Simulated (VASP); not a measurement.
Crystal: Ru.

```
Ru
1.0
    -1.50986    1.50986    1.50986
     1.50986   -1.50986    1.50986
     1.50986    1.50986   -1.50986
Ru
1
Direct
  0.00000 0.00000 0.00000
```

* Program: VASP 6.6.1
* Task: relaxation of cell and atoms
* Functional: PBE
* Potentials or basis: VASP PAW PBE potentials, release 64 (Ru_pv)
* Cutoff: 600 eV
* k mesh: 19 × 19 × 19
* Occupations: fermi-dirac, width 0.05 eV
* Spin: no spin polarisation

At the start: pressure 10.0 GPa; volume 13.77 Å³/atom.

**Question.** How do energy, volume and symmetry change on relaxing?

**Answer.** Over 17 steps the energy falls by 13.8 meV/atom and the volume is 14.23 Å³/atom (+3.3 %); space group Im-3m (No. 229, to 0.05 Å).

Step by step:
```tsv
step	energy change (eV)	largest force (eV/Å)	pressure (GPa)	volume (Å³)
1	0.0000	0.0000	9.96	13.77
2	0.0764	0.0000	-20.07	15.55
3	-0.0137	0.0000	-0.28	14.24
4	-0.0138	0.0000	-0.06	14.23
5	-0.0138	0.0000	0.12	14.22
6	-0.0138	0.0000	0.13	14.22
7	-0.0138	0.0000	0.15	14.22
8	-0.0138	0.0000	0.10	14.22
9	-0.0138	0.0000	0.10	14.22
10	-0.0138	0.0000	0.10	14.22
11	-0.0138	0.0000	0.10	14.22
12	-0.0138	0.0000	0.10	14.22
13	-0.0138	0.0000	0.10	14.22
14	-0.0138	0.0000	0.11	14.22
15	-0.0138	0.0000	0.12	14.22
16	-0.0138	0.0000	0.06	14.22
17	-0.0138	0.0000	0.01	14.23
```

Final structure:
```cif
data_structure
_symmetry_space_group_name_H-M 'P 1'
_symmetry_Int_Tables_number 1
_cell_length_a 2.6438
_cell_length_b 2.6438
_cell_length_c 2.6438
_cell_angle_alpha 109.471
_cell_angle_beta 109.471
_cell_angle_gamma 109.471
_cell_volume 14.23
loop_
_atom_site_label
_atom_site_type_symbol
_atom_site_fract_x
_atom_site_fract_y
_atom_site_fract_z
_atom_site_occupancy
Ru1 Ru 0.00000 0.00000 0.00000 1
```
